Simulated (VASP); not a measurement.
Pb: single point with r2SCAN

The system is Pb.

```
Pb
1.0
     0.00000    3.48426    3.48426
     3.48426    0.00000    3.48426
     3.48426    3.48426    0.00000
Pb
2
Cartesian
  1.7421 1.7421 1.7421
  0.0000 0.0000 0.0000
```

This isn't the form of Pb at room conditions, which is fcc.

| Property | Result |
| --- | --- |
| Program | VASP 6.6.1 |
| Task | single point |
| Functional | r2SCAN |
| Potentials or basis | VASP PAW PBE potentials, release 64 (Pb_d) |
| Cutoff | 520 eV |
| k mesh | 7 × 7 × 7 |
| Occupations | fermi-dirac, width 0.05 eV |
| Spin | no spin polarisation |
| Dipole correction | no |
| Further INCAR settings | ALGO = Normal; EDIFF = 1e-06; NBANDS = 21 |

| Property | Result |
| --- | --- |
| Pressure | -0.2 GPa |
| Band gap on the k mesh | zero (bands 14 and 15 overlap by 1.10 eV) |

Levels at points of the mesh, in eV from the Fermi level:
```
           k point  band 10  band 11  band 12  band 13  band 14  band 15  band 16  band 17  band 18  band 19
(0.00, 0.00, 0.00)   -17.18   -11.38    -4.08     0.38     0.38     0.38     2.54     2.54     2.54     4.42
```

It took 4 min on 1 thread of Intel Xeon 8259CL, on a shared host, peak memory 0.26 GiB.

Caveat: the PAW data sets were made with another functional, which shifts forces and pressure a little; spin-orbit coupling is left out, which moves the levels of the heavy elements.
